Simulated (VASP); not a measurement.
Here is a VASP 6.6.1 calculation.

File INCAR:

```
SYSTEM = P4C
  ALGO = Normal
  EDIFF = 1E-6
  ENCUT = 520
  GGA = PE
  ISIF = 2
  ISMEAR = 0
  LASPH = .TRUE.
  LCHARG = .TRUE.
  LELF = .TRUE.
  LREAL = .FALSE.
  LVHAR = .TRUE.
  LWAVE = .FALSE.
  NBANDS = 20
  NELM = 100
  PREC = Accurate
  SIGMA = 0.02
```

The input KPOINTS:

```
k-points
0
G
  10 10 10
  0 0 0
```

Contents of POSCAR:

```
P4C
1.0
   -2.6908242666      2.6908242666      2.9319499082
    2.6908242666     -2.6908242666      2.9319499082
    2.6908242666      2.6908242666     -2.9319499082
P C
4 1
Direct
    0.3318673620      0.0519192972      0.8615438106
    0.1903754866      0.4703235514      0.1384561894
    0.5296764486      0.6681326380      0.7200519352
    0.9480807028      0.8096245134      0.2799480648
    0.0000000000      0.0000000000      0.0000000000
```

Potentials or basis: VASP PAW PBE potentials, release 64 (P, C).

The run is started by

```bash
$ cat potpaw_PBE.64/P/POTCAR potpaw_PBE.64/C/POTCAR > POTCAR
$ mpirun -np 1 vasp_std > vasp.out
```

Question: Predict the band gap on the k mesh.

Answer: 0.39 eV (least direct gap 0.81 eV).

Question: Estimate the largest force.

Answer: 0.030 eV/Å.

Forces on the atoms (eV/Å):
```
P   -0.024 -0.007 -0.016
P    0.024  0.007 -0.016
P    0.007 -0.024  0.016
P   -0.007  0.024  0.016
C    0.000  0.000  0.000
```

A k mesh can miss the band edges.
